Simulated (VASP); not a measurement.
# HC12 (a cell with a defect) in VASP: notebook

Runs on HC12 (a cell with a defect). Level: PBE. Tasks: single point.

Program: VASP 6.6.1. These are calculated values, not measurements. Logs are shortened: lines on timing, memory, paths and dates and some standing lists are left out, and cuts for length are marked.

**1. The cell of the first run**

The cell holds a defect, 13 atoms: a = 4.374 Å, b = 4.374 Å, c = 4.374 Å, α = 80.41°, β = 70.53°, γ = 60.00°.

**2. Single point, PBE**

File INCAR:

```
SYSTEM = HC12
PREC = Accurate ; ENCUT = 520
EDIFF = 1E-6 ; ISMEAR = 0
SIGMA = 0.05 ; LREAL = .False.
LASPH = .True. ; NELM = 100
ALGO = Normal ; ISIF = 2
LWAVE = .False. ; LCHARG = .True.
GGA = PE ; LELF = .True.
LVHAR = .True. ; NBANDS = 36
NELECT = 48.0
```

File KPOINTS:

```
Automatic mesh
0
Gamma
  6 6 6
  0 0 0
```

File POSCAR:

```
HC12
1.0
   -3.5715485858     -1.7857742929     -1.7857742929
   -1.7857742929     -3.5715485858      1.7857742929
   -3.5715485858      1.7857742929      1.7857742929
C H
12 1
Direct
    0.9166666667      0.6666666667      0.2500000000
    0.5833333333      0.3333333333      0.2500000000
    0.2500000000      0.0000000000      0.2500000000
    0.0833333333      0.3333333333      0.7500000000
    0.7500000000      0.0000000000      0.7500000000
    0.4166666667      0.6666666667      0.7500000000
    0.5416666667      0.6666666667      0.3750000000
    0.2083333333      0.3333333333      0.3750000000
    0.8750000000      0.0000000000      0.3750000000
    0.7083333333      0.3333333333      0.8750000000
    0.3750000000      0.0000000000      0.8750000000
    0.0416666667      0.6666666667      0.8750000000
    0.8333333333      0.7083333333      0.1250000000
```

Potentials or basis: VASP PAW PBE potentials, release 64 (C, H).

Command:

```
> cat potpaw_PBE.64/C/POTCAR potpaw_PBE.64/H/POTCAR > POTCAR
> mpirun -np 1 vasp_std > vasp.out
```

OUTCAR:

```text
SYSTEM = HC12
   PREC = Accurate
   ENCUT = 520
   EDIFF = 1E-6
   ISMEAR = 0
   LREAL = .False.
   LASPH = .True.
   NELM = 100
   ISIF = 2
   GGA = PE
   NELECT = 48.0

 ion  position               nearest neighbor table
   1  0.917  0.667  0.250-  13 0.71   9 1.55  12 1.55   7 1.55   8 1.55
   2  0.583  0.333  0.250-   8 1.55  10 1.55   9 1.55   7 1.55
   3  0.250  0.000  0.250-   8 1.55   9 1.55  11 1.55   7 1.55
   4  0.083  0.333  0.750-   8 1.55  10 1.55  11 1.55  12 1.55
   5  0.750  0.000  0.750-  10 1.55   9 1.55  11 1.55  12 1.55
   6  0.417  0.667  0.750-  11 1.55   7 1.55  12 1.55  10 1.55
   7  0.542  0.667  0.375-  13 1.45   6 1.55   1 1.55   3 1.55   2 1.55
   8  0.208  0.333  0.375-   3 1.55   2 1.55   4 1.55   1 1.55
   9  0.875  0.000  0.375-   1 1.55   3 1.55   5 1.55   2 1.55
  10  0.708  0.333  0.875-   5 1.55   4 1.55   2 1.55   6 1.55
  11  0.375  0.000  0.875-   6 1.55   5 1.55   3 1.55   4 1.55
  12  0.042  0.667  0.875-  13 1.14   6 1.55   1 1.55   5 1.55   4 1.55
  13  0.833  0.708  0.125-   1 0.71  12 1.14   7 1.45

 -----------------------------------------------------------------------------
|                                                                             |
|           W    W    AA    RRRRR   N    N  II  N    N   GGGG   !!!           |
|           W    W   A  A   R    R  NN   N  II  NN   N  G    G  !!!           |
|           W    W  A    A  R    R  N N  N  II  N N  N  G       !!!           |
|           W WW W  AAAAAA  RRRRR   N  N N  II  N  N N  G  GGG   !            |
|           WW  WW  A    A  R   R   N   NN  II  N   NN  G    G                |
|           W    W  A    A  R    R  N    N  II  N    N   GGGG   !!!           |
|                                                                             |
|     The distance between some ions is very small. Please check the          |
|     nearest-neighbor list in the OUTCAR file.                               |
|     I HOPE YOU KNOW WHAT YOU ARE DOING!                                     |
|                                                                             |
 -----------------------------------------------------------------------------

  LATTYP: Found a base centered monoclinic cell.
 ALAT       =     4.3742358134
 B/A-ratio  =     1.7320508076
 C/A-ratio  =     1.0000000000
 COS(beta)  =    -0.3333333333

  Lattice vectors:

 A1 = (   1.7857742929,  -1.7857742929,   3.5715485858)
 A2 = (   1.7857742929,   3.5715485858,  -1.7857742929)
 A3 = (  -3.5715485858,   1.7857742929,   1.7857742929)

Analysis of symmetry for initial positions (statically):
=====================================================================
 Subroutine PRICEL returns:
 Original cell was already a primitive cell.

[... 165 lines left out ...]
  Fermi-wavevector in a.u.,A,eV,Ry     =   1.455241  2.750007 28.813417  2.117726
  Thomas-Fermi vector in A             =   2.572298
   LORBIT       =      0    0 simple, 1 ext, 2 COOP (PROOUT), +10 PAW based schemes
   GGA     = PE    functional components
   LHFCALC =     F    Hartree Fock is set to
   AEXX    =    0.0000 exact exchange contribution
   IVDW    =     0    specifies the selected vdW correction
   LEPSILON=     F    determine dielectric tensor
   LRPA    =     F    only Hartree local field effects (RPA)
 non-spin polarized calculation
 Gauss-broadening in eV      SIGMA  =   0.05
  energy-cutoff  :      520.00
  volume of cell :       68.34
 maximum number of plane-waves:      1862
 NGX is ok and might be reduce to    36
   NGX = 17   NGY = 17   NGZ = 17

 number of electron      48.0000003 magnetization

 Free energy of the ion-electron system (eV)
  ---------------------------------------------------
  ext. energy  EPLUGINS =         0.00000000
  ---------------------------------------------------
  free energy    TOTEN  =      -111.96118285 eV

  energy without entropy =     -111.96118285  energy(sigma->0) =     -111.96118285

 E-fermi :  10.0188     XC(G=0): -13.1969

 val. band max:        9.7714939549   @ k =   0.0000   0.0000   0.0000
 cond. band min:      12.8370127201   @ k =   0.3333  -0.3333   0.3333
 fundamental gap:      3.0655187653
 Fermi energy:        10.0187881595

 k-point     1 :       0.0000    0.0000    0.0000
  band No.  band energies     occupation
      1     -13.1423      2.00000
      2      -8.6847      2.00000
      3      -5.9071      2.00000
      4      -4.1986      2.00000
      5      -4.1718      2.00000
      6      -3.8242      2.00000
[... 925 lines left out ...]
     35      19.0175      0.00000
     36      20.2497      0.00000

 [... further k-points ...]

------------------------ aborting loop because EDIFF is reached ----------------------------------------

  FORCE on cell =-STRESS in cart. coord.  units (eV):
  Direction    XX          YY          ZZ          XY          YZ          ZX
  --------------------------------------------------------------------------------------
  -------------------------------------------------------------------------------------
  Total       18.0560527     -4.7431596     -7.3060930    -10.1793788      3.5771611     -0.9946646
  in kB      423.3235687   -111.2032219   -171.2911134   -238.6552059     83.8664270    -23.3198792
  external PRESSURE =      46.9430778 kB  Pullay stress =       0.0000000 kB

 VOLUME and BASIS-vectors are now :
 -----------------------------------------------------------------------------
  energy-cutoff  :      520.00
  volume of cell :       68.34
      direct lattice vectors                 reciprocal lattice vectors
    -3.571548586 -1.785774293 -1.785774293    -0.139995296 -0.046665099 -0.233325493
    -1.785774293 -3.571548586  1.785774293     0.000000000 -0.186660394  0.186660394
    -3.571548586  1.785774293  1.785774293    -0.139995296  0.139995296  0.139995296

 POSITION                                       TOTAL-FORCE (eV/Angst)
 -----------------------------------------------------------------------------------
     -5.35732     -3.57155     -0.00000       -46.632556     15.359630      1.321928
     -3.57155     -1.78577     -0.00000         0.052078     -0.196907     -0.156284
     -1.78577      0.00000      0.00000         0.108403     -0.145242      0.007776
     -3.57155      0.00000      1.78577         0.093665      0.346508      0.290920
     -5.35732      0.00000      0.00000         0.258882     -0.110612      0.284602
     -5.35732     -1.78577      1.78577        -1.024862      0.057820      0.126245
     -4.46444     -2.67866      0.89289         1.107946      2.325429      2.020529
     -2.67866     -0.89289      0.89289         0.045641      0.073851     -0.365987
     -4.46444     -0.89289     -0.89289        -0.324106     -0.096714      0.070314
     -6.25021     -0.89289      0.89289         0.070319     -0.018943     -0.090425
     -4.46444      0.89289      0.89289         0.109984     -0.128796     -0.040441
     -4.46444     -0.89289      2.67866         2.553241     -4.282105     -5.234040
     -4.68766     -3.79477     -0.00000        43.581366    -13.183918      1.764862
 -----------------------------------------------------------------------------------
    total drift:                                0.000018      0.000046      0.000087

  FREE ENERGIE OF THE ION-ELECTRON SYSTEM (eV)
  ---------------------------------------------------
  free  energy   TOTEN  =      -111.9611828539 eV

  energy  without entropy=     -111.9611828539  energy(sigma->0) =     -111.96118285
```

Run time: 3.8 min. Hardware: 1 thread of Intel Xeon 8259CL, shared host; peak memory 0.32 GiB.

What came out:

* Free energy: -111.9612 eV
* Largest force: 49.115 eV/Å

Forces on the atoms (eV/Å):
```
C   -46.633  15.360   1.322
C     0.052  -0.197  -0.156
C     0.108  -0.145   0.008
C     0.094   0.347   0.291
C     0.259  -0.111   0.285
C    -1.025   0.058   0.126
C     1.108   2.325   2.021
C     0.046   0.074  -0.366
C    -0.324  -0.097   0.070
C     0.070  -0.019  -0.090
C     0.110  -0.129  -0.040
C     2.553  -4.282  -5.234
H    43.581 -13.184   1.765
```

Caveat: the cell carries a net charge on a neutralising background, which shifts energy and pressure; the cell is charged against a uniform background, so pressure and absolute levels hang on convention; atoms lie so close that the PAW spheres overlap strongly, which falsifies energies and pressures.

**3. Single point, PBE**

File INCAR:

```
SYSTEM = HC12
PREC = Accurate
ENCUT = 520
EDIFF = 1E-6
ISMEAR = 0
SIGMA = 0.05
LREAL = .FALSE.
LASPH = .TRUE.
NELM = 80
ALGO = Normal
ISIF = 2
LWAVE = .FALSE.
LCHARG = .FALSE.
GGA = PE
NBANDS = 36
NELECT = 48.0
```

File KPOINTS:

```
Automatic mesh
0
G
  6 6 6
  0 0 0
```

Changes to POSCAR since step 2:

```diff
@@ -20,2 +20,2 @@
     0.0416666667      0.6666666667      0.8750000000
-    0.8333333333      0.7083333333      0.1250000000
+    0.7708333333      0.7083333333      0.0625000000
```

Potentials or basis: VASP PAW PBE potentials, release 64 (C, H).

Command:

```
> cat potpaw_PBE.64/C/POTCAR potpaw_PBE.64/H/POTCAR > POTCAR
> mpirun -np 1 vasp_std > vasp.out
```

OUTCAR:

```text
SYSTEM = HC12
   PREC = Accurate
   ENCUT = 520
   EDIFF = 1E-6
   ISMEAR = 0
   LREAL = .FALSE.
   LASPH = .TRUE.
   NELM = 80
   ISIF = 2
   GGA = PE
   NELECT = 48.0

 ion  position               nearest neighbor table
   1  0.917  0.667  0.250-  13 1.14   9 1.55  12 1.55   7 1.55   8 1.55
   2  0.583  0.333  0.250-   8 1.55  10 1.55   9 1.55   7 1.55
   3  0.250  0.000  0.250-   8 1.55   9 1.55  11 1.55   7 1.55
   4  0.083  0.333  0.750-   8 1.55  10 1.55  11 1.55  12 1.55
   5  0.750  0.000  0.750-  10 1.55   9 1.55  11 1.55  12 1.55
   6  0.417  0.667  0.750-  11 1.55   7 1.55  12 1.55  10 1.55
[... 1174 lines left out ...]
  energy-cutoff  :      520.00
  volume of cell :       68.34
      direct lattice vectors                 reciprocal lattice vectors
    -3.571548586 -1.785774293 -1.785774293    -0.139995296 -0.046665099 -0.233325493
    -1.785774293 -3.571548586  1.785774293     0.000000000 -0.186660394  0.186660394
    -3.571548586  1.785774293  1.785774293    -0.139995296  0.139995296  0.139995296

 POSITION                                       TOTAL-FORCE (eV/Angst)
 -----------------------------------------------------------------------------------
     -5.35732     -3.57155     -0.00000        -4.938086      1.322633      0.918731
     -3.57155     -1.78577     -0.00000         0.153473      0.147698      0.014039
     -1.78577      0.00000      0.00000         0.285606      0.015617      0.465293
     -3.57155      0.00000      1.78577         0.459553      0.129433     -0.418033
     -5.35732      0.00000      0.00000         0.810781     -1.024291      0.226137
     -5.35732     -1.78577      1.78577        -0.917374     -0.196124      0.017478
     -4.46444     -2.67866      0.89289         0.776885      1.962598      1.662127
     -2.67866     -0.89289      0.89289         0.107276      0.136230     -0.394527
     -4.46444     -0.89289     -0.89289         0.057456     -0.215422      0.006162
     -6.25021     -0.89289      0.89289         0.150451      0.188880     -0.113873
     -4.46444      0.89289      0.89289         0.422608     -0.153235      0.228008
     -4.46444     -0.89289      2.67866         0.994590     -2.981860     -4.105394
     -4.24121     -3.79477     -0.00000         1.636782      0.667844      1.493850
 -----------------------------------------------------------------------------------
    total drift:                                0.000029      0.000060      0.000044

  FREE ENERGIE OF THE ION-ELECTRON SYSTEM (eV)
  ---------------------------------------------------
  free  energy   TOTEN  =      -118.4482590297 eV

  energy  without entropy=     -118.4482590297  energy(sigma->0) =     -118.44825903
```

OSZICAR:

```text
N       E                     dE             d eps       ncg     rms          rms(c)
DAV:   1     0.115349675056E+03    0.11535E+03   -0.25477E+04  8064   0.131E+03
DAV:   2    -0.112438570532E+03   -0.22779E+03   -0.21485E+03 10464   0.255E+02
DAV:   3    -0.121387921270E+03   -0.89494E+01   -0.88809E+01 10676   0.464E+01
DAV:   4    -0.121486684826E+03   -0.98764E-01   -0.98504E-01 10544   0.533E+00
DAV:   5    -0.121488810183E+03   -0.21254E-02   -0.21234E-02 10312   0.716E-01    0.135E+01
DAV:   6    -0.119320693931E+03    0.21681E+01   -0.14279E+00  9464   0.588E+00    0.808E+00
DAV:   7    -0.118443204262E+03    0.87749E+00   -0.21398E+00  9520   0.711E+00    0.175E+00
DAV:   8    -0.118447393914E+03   -0.41897E-02   -0.67307E-02 10076   0.141E+00    0.345E-01
DAV:   9    -0.118448196557E+03   -0.80264E-03   -0.51827E-03 10396   0.433E-01    0.779E-02
DAV:  10    -0.118448218940E+03   -0.22383E-04   -0.58978E-04  9908   0.124E-01    0.283E-02
DAV:  11    -0.118448247923E+03   -0.28983E-04   -0.40210E-05 10620   0.420E-02    0.149E-02
DAV:  12    -0.118448258881E+03   -0.10958E-04   -0.17220E-05  9576   0.261E-02    0.244E-03
DAV:  13    -0.118448259030E+03   -0.14882E-06   -0.10272E-06  7820   0.590E-03
   1 F= -.11844826E+03 E0= -.11844826E+03  d E =-.623244E-16
```

Wall time 3.4 min (1 thread of Intel Xeon 8259CL, shared host); peak memory 0.32 GiB.

What came out:

```yaml
Free_energy: -118.4483 eV
Largest_force: 5.194 eV/Å
```

Forces in eV/Å, atoms in the order of the input:
```
C   -4.938  1.323  0.919
C    0.153  0.148  0.014
C    0.286  0.016  0.465
C    0.460  0.129 -0.418
C    0.811 -1.024  0.226
C   -0.917 -0.196  0.017
C    0.777  1.963  1.662
C    0.107  0.136 -0.395
C    0.057 -0.215  0.006
C    0.150  0.189 -0.114
C    0.423 -0.153  0.228
C    0.995 -2.982 -4.105
H    1.637  0.668  1.494
```

Caveat: the cell carries a net charge on a neutralising background, which shifts energy and pressure; the cell is charged against a uniform background, so pressure and absolute levels hang on convention.

**4. Single point, PBE**

File INCAR:

```
SYSTEM = HC12
ALGO = Normal
EDIFF = 1E-7
ENCUT = 520
GGA = PE
ISIF = 2
ISMEAR = 0
LASPH = .TRUE.
LCHARG = .FALSE.
LREAL = .FALSE.
LWAVE = .FALSE.
NBANDS = 36
NELECT = 48.0
NELM = 60
PREC = Accurate
SIGMA = 0.05
```

File KPOINTS:

```
k-points
0
G
  6 6 6
  0 0 0
```

Changes to POSCAR since step 3:

```diff
@@ -20,2 +20,2 @@
     0.0416666667      0.6666666667      0.8750000000
-    0.7708333333      0.7083333333      0.0625000000
+    0.7083333333      0.7083333333      0.0000000000
```

Command:

```
> cat potpaw_PBE.64/C/POTCAR potpaw_PBE.64/H/POTCAR > POTCAR
> mpirun -np 1 vasp_std > vasp.out
```

It took 3.8 min on 1 thread of Intel Xeon 8259CL, shared host; peak memory 0.32 GiB.

Results (log left out):

| Item | Value |
| --- | --- |
| Free energy | -118.3322 eV |
| Largest force | 1.693 eV/Å |

Forces in eV/Å, atoms in the order of the input:
```
C   -1.566  0.536  0.356
C   -0.012  0.516  0.159
C   -0.008  0.247  0.878
C    0.551  0.019 -0.898
C    0.598 -1.462  0.110
C    0.043 -0.324 -0.246
C    0.028  0.922  0.604
C    0.092 -0.107 -0.230
C    0.270 -0.078 -0.229
C    0.263  0.704 -0.139
C    0.864 -0.034  0.736
C   -0.362 -0.300 -1.248
H   -0.760 -0.638  0.148
```

Levels at points of the mesh, in eV from the Fermi level:
| k point | band 22 | band 23 | band 24 | band 25 | band 26 | band 27 |
| --- | --- | --- | --- | --- | --- | --- |
| (0.00, 0.00, 0.00) | -0.28 | -0.28 | -0.25 | 2.66 | 5.19 | 5.23 |
| (0.50, 0.00, 0.00) | -4.42 | -2.32 | -2.19 | 2.57 | 5.87 | 6.30 |
| (0.50, 0.50, 0.00) | -4.41 | -2.37 | -2.24 | 2.92 | 5.94 | 6.16 |
| (0.00, 0.50, 0.00) | -3.03 | -1.81 | -1.53 | 1.79 | 4.48 | 6.41 |
| (0.00, 0.00, 0.50) | -2.17 | -1.86 | -1.81 | 3.11 | 6.75 | 6.90 |
| (0.50, 0.00, 0.50) | -3.59 | -3.04 | -3.01 | 1.42 | 4.49 | 5.30 |
| (0.50, 0.50, 0.50) | -3.57 | -3.04 | -3.00 | 1.44 | 4.47 | 5.32 |
| (0.00, 0.50, 0.50) | -4.28 | -4.21 | -4.02 | 2.28 | 5.75 | 5.86 |

Caveat: the cell carries a net charge on a neutralising background, which shifts energy and pressure; the cell is charged against a uniform background, so pressure and absolute levels hang on convention.

**5. Single point, PBE**

File INCAR:

```
PREC = Accurate
ENCUT = 520
EDIFF = 1E-7
ISMEAR = 0
SIGMA = 0.05
LREAL = False
LASPH = True
NELM = 80
ALGO = Normal
ISIF = 2
LWAVE = False
LCHARG = False
GGA = PE
NELECT = 48.0
NBANDS = 36
```

File KPOINTS:

```
Automatic mesh
0
Gamma
  6 6 6
```

Changes to POSCAR since step 4:

```diff
@@ -20,2 +20,2 @@
     0.0416666667      0.6666666667      0.8750000000
-    0.7083333333      0.7083333333      0.0000000000
+    0.6250000000      0.7500000000     -0.1250000000
```

Command:

```
> cat potpaw_PBE.64/C/POTCAR potpaw_PBE.64/H/POTCAR > POTCAR
> mpirun -np 1 vasp_std > vasp.out
```

Wall time 4.6 min (1 thread of Intel Xeon 8259CL, shared host); peak memory 0.33 GiB.

It converged, with:

```yaml
Free_energy: -118.3404 eV
Largest_force: 4.829 eV/Å
```

Forces in eV/Å, atoms in the order of the input:
```
C   -0.303  0.196  0.183
C   -0.267  0.437  0.322
C   -0.618  0.558  0.981
C    0.652 -0.594 -1.011
C   -0.922 -2.444 -1.057
C    2.448  0.866 -1.040
C   -0.138 -0.232 -0.082
C    0.180 -0.242 -0.256
C    0.532 -0.102 -0.216
C   -0.376  1.484 -0.248
C    0.932 -0.882  4.655
C   -1.513  0.347 -0.266
H   -0.605  0.607 -1.964
```

Levels at points of the mesh, in eV from the Fermi level:
| k point | band 22 | band 23 | band 24 | band 25 | band 26 | band 27 |
| --- | --- | --- | --- | --- | --- | --- |
| (0.00, 0.00, 0.00) | -0.32 | -0.26 | -0.26 | 3.65 | 5.07 | 5.19 |
| (0.50, 0.00, 0.00) | -4.40 | -2.41 | -2.16 | 3.24 | 6.00 | 6.22 |
| (0.50, 0.50, 0.00) | -4.32 | -2.34 | -2.21 | 2.96 | 5.93 | 6.29 |
| (0.00, 0.50, 0.00) | -3.07 | -1.80 | -1.51 | 2.65 | 4.37 | 6.06 |
| (0.00, 0.00, 0.50) | -2.65 | -1.59 | -1.56 | 4.56 | 6.43 | 6.71 |
| (0.50, 0.00, 0.50) | -3.66 | -3.06 | -3.03 | 2.53 | 4.37 | 5.29 |
| (0.50, 0.50, 0.50) | -3.63 | -3.04 | -3.03 | 2.36 | 4.38 | 5.20 |
| (0.00, 0.50, 0.50) | -4.49 | -3.98 | -3.95 | 3.04 | 5.59 | 5.78 |

Caveat: the cell carries a net charge on a neutralising background, which shifts energy and pressure; the cell is charged against a uniform background, so pressure and absolute levels hang on convention.

(Continued in part 2 of 2.)
